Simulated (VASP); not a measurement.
Wanted: the native input for a VASP 6.6.1 run.

```yaml
Task: relaxation of cell and atoms
Functional: LDA
Potentials_or_basis: VASP PAW LDA potentials, release 64 (Nb_sv, Ru_pv)
Cutoff: 500 eV
k_mesh: 16 × 16 × 16
Occupations: gaussian, width 0.1 eV
Spin: no spin polarisation
Dipole_correction: no
Further_INCAR_settings: ALGO = Normal; EDIFF = 1e-07; IBRION = 2; EDIFFG = -0.005; NSW = 70; ISIF = 3
```

The structure of Nb2Ru lies in POSCAR:

```
Nb2Ru
1.0
    0.0000000000      2.3193753492      6.5991225607
    1.6341388455      0.0000000000      6.5991225607
    1.6341388455      2.3193753492      0.0000000000
Nb Ru
2 1
Direct
    0.3394431649      0.3394431649      0.6605568351
    0.6605568351      0.6605568351      0.3394431649
    0.0000000000      0.0000000000      0.0000000000
```

The input as run:

INCAR

```
ALGO     = Normal         # electronic algorithm
EDIFF    = 1E-7           # SCF threshold, eV
EDIFFG   = -0.005         # ionic threshold
ENCUT    = 500            # plane-wave cutoff, eV
GGA_COMPAT= F            
IBRION   = 2              # ionic algorithm
ISIF     = 3              # what is computed and relaxed
ISMEAR   = 0              # smearing method
LASPH    = T              # aspherical terms in the spheres
LCHARG   = F              # write CHGCAR
LREAL    = F              # projectors in reciprocal space
LWAVE    = F              # write WAVECAR
NELM     = 120            # most SCF steps
NELMIN   = 4            
NSW      = 70             # ionic steps
PREC     = Accurate       # precision mode
SIGMA    = 0.1            # smearing width, eV
```

KPOINTS

```
k-points
0
Gamma
  16 16 16
```

Potentials or basis: VASP PAW LDA potentials, release 64 (Nb_sv, Ru_pv).

Launch:

```console
$ cat potpaw_LDA.64/Nb_sv/POTCAR potpaw_LDA.64/Ru_pv/POTCAR > POTCAR
$ mpirun -np 1 vasp_std > vasp.out
```

Results of the run:

| Quantity | Value |
| --- | --- |
| Relaxed volume | 15.81 Å³/atom |
| Relaxed cell | a = 6.888 Å, b = 6.696 Å, c = 2.783 Å, α = 82.07°, β = 74.34°, γ = 23.59° |
| Space group after relaxing (to 0.1 Å) | Fmmm (No. 69) |
| Energy gained by relaxing | 32.1 meV/atom |
| Ionic steps | 13 |
| Pressure after relaxing | 0.0 GPa |
| Largest force after relaxing | 0.005 eV/Å |
| Band gap on the k mesh | zero (bands 20 and 21 overlap by 2.02 eV) |

Wall time 110 min on 1 thread of Intel(R) Xeon(R) 6975P-C (Granite Rapids), with other jobs on the host, peak memory 0.75 GiB.
